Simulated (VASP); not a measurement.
LiBe: single point with r2SCAN

LiBe:

```
Li Be
1.0
     2.81115    0.00000    0.00000
     0.00000    2.81115    0.00000
     0.00000    0.00000    2.81115
Li Be
1 1
Direct
  0.00000 0.00000 0.00000
  0.50000 0.50000 0.50000
```

| Quantity | Value |
| --- | --- |
| Program | VASP 6.6.1 |
| Task | single point |
| Functional | r2SCAN |
| Potentials or basis | VASP PAW PBE potentials, release 64 (Li_sv, Be) |
| Cutoff | 520 eV |
| k mesh | 8 × 8 × 8 |
| Occupations | fermi-dirac, width 0.15 eV |
| Spin | no spin polarisation |
| Dipole correction | no |
| Further INCAR settings | ALGO = Normal; EDIFF = 1e-06; NBANDS = 10 |

| Quantity | Value |
| --- | --- |
| Band gap on the k mesh | zero (an odd number of electrons rules out a gap without spin polarisation) |

Levels at points of the mesh, in eV from the Fermi level:
| k point | band 1 | band 2 | band 3 | band 4 | band 5 | band 6 | band 7 | band 8 |
| --- | --- | --- | --- | --- | --- | --- | --- | --- |
| (0.00, 0.00, 0.00) | -46.25 | -6.90 | 6.90 | 6.90 | 6.90 | 11.27 | 11.27 | 20.66 |
| (0.50, 0.00, 0.00) | -46.23 | -4.04 | -2.30 | 9.90 | 9.90 | 14.16 | 14.16 | 15.73 |
| (0.50, 0.50, 0.00) | -46.21 | -1.03 | -1.03 | 1.47 | 6.63 | 11.90 | 17.50 | 17.50 |
| (0.50, 0.50, 0.50) | -46.19 | 2.71 | 2.71 | 2.71 | 5.44 | 5.44 | 5.44 | 7.52 |

It took 29 s on 1 thread of Intel Xeon 8259CL, with other jobs on the host, peak memory 0.14 GiB.
